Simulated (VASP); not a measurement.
Crystal: ZnSeS.

```
Zn Se S
1.0
     3.88144    0.00000    0.00000
     0.00000    3.91875    0.00000
     0.00000    0.00000    4.03952
Zn Se S
1 1 1
Direct
  0.00000 0.00000 0.00000
  0.50000 0.50000 0.00000
  0.50000 0.50000 0.50000
```

The cell was built from a structure type or drawn by symmetry, and may not be a known phase.

| Property | Result |
| --- | --- |
| Program | VASP 6.6.1 |
| Task | relaxation of cell and atoms |
| Functional | PBE |
| Potentials or basis | VASP PAW PBE potentials, release 64 (Zn, Se, S) |
| Cutoff | 600 eV |
| k mesh | 4 × 4 × 4 |
| Occupations | gaussian, width 0.1 eV |
| Spin | no spin polarisation |

At the start: pressure 20.9 GPa; volume 20.48 Å³/atom.

Where does the relaxation end?

Over 11 steps the energy falls by 789.7 meV/atom and the volume is 22.79 Å³/atom (+11.3 %); space group P4/mmm (No. 123, to 0.1 Å) before and after.

The path:
```csv
step,energy change (eV),largest force (eV/Å),pressure (GPa),volume (Å³)
1,0.0000,0.0000,20.94,61.44
2,-1.8563,0.0000,-7.22,86.12
3,-1.9668,0.0000,-2.79,77.48
4,-1.9959,0.0000,-5.08,80.79
5,-1.9988,0.0000,-4.73,80.17
6,-2.3151,0.0000,-3.21,73.30
7,-2.3398,0.0000,-2.27,71.48
8,-2.3405,0.0000,-2.04,71.15
9,-2.3679,0.0000,0.56,67.70
10,-2.3689,0.0000,0.12,68.20
11,-2.3691,0.0000,-0.02,68.38
```

Final structure:
```
CELL_PARAMETERS angstrom
3.63005 0.00000 0.00000
0.00000 3.65510 0.00000
0.00000 0.00000 5.15374
ATOMIC_POSITIONS crystal
Zn 0.00000 0.00000 0.00000
Se 0.50000 0.50000 0.00000
S 0.50000 0.50000 0.50000
```

Caveat: the k points lie up to 0.43 Å⁻¹ apart in the final cell, too coarse for converged energies and pressures of a metal; a cell axis changed by over 15 % at a fixed basis, so the end point is rough.
